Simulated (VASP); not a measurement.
Wanted: the native input for a VASP 6.6.1 run.

| Quantity | Value |
| --- | --- |
| Task | relaxation of the atoms |
| Functional | PBEsol |
| Potentials or basis | VASP PAW PBE potentials, release 64 (Si, C) |
| Cutoff | 520 eV |
| k mesh | 10 × 10 × 10 |
| Occupations | gaussian, width 0.02 eV |
| Spin | no spin polarisation |
| Dipole correction | no |
| Further INCAR settings | ALGO = Normal; EDIFF = 1e-07; IBRION = 2; EDIFFG = -0.002; NSW = 60 |

The structure of SiC lies in POSCAR:

```
SiC
1.0
    0.0000000000      2.1851360485      2.1566458813
    2.1851360485      0.0000000000      2.1566458813
    2.1851360485      2.1851360485      0.0000000000
Si C
1 1
Direct
    0.0000000000      0.0000000000      0.0000000000
    0.2500000000      0.2500000000      0.2500000000
```

This cell differs from its parent crystal: strained cell.

The input as run:

INCAR

```
SYSTEM = SiC
PREC = Accurate
ENCUT = 520
EDIFF = 1E-7
ISMEAR = 0
SIGMA = 0.02
LREAL = .False.
LASPH = .True.
NELM = 120
ALGO = Normal
ISIF = 2
LWAVE = .False.
LCHARG = .False.
GGA = PS
IBRION = 2
NSW = 60
EDIFFG = -0.002
GGA_COMPAT = .False.
NELMIN = 4
```

KPOINTS

```
Automatic mesh
0
Gamma
  10 10 10
  0 0 0
```

Potentials or basis: VASP PAW PBE potentials, release 64 (Si, C).

Command:

```console
$ cat potpaw_PBE.64/Si/POTCAR potpaw_PBE.64/C/POTCAR > POTCAR
$ mpirun -np 1 vasp_std > vasp.out
```

Results of the run:

| Quantity | Value |
| --- | --- |
| Pressure after relaxing | 1.2 GPa |
| Band gap on the k mesh | 1.09 eV (least direct gap 4.43 eV) |

Caveat: the cell differs from its parent crystal (strained cell); the PAW data sets were made with another functional, which shifts forces and pressure a little.

It took 22 s on 1 thread of Intel Xeon 8259CL, on a shared host, peak memory 0.14 GiB.
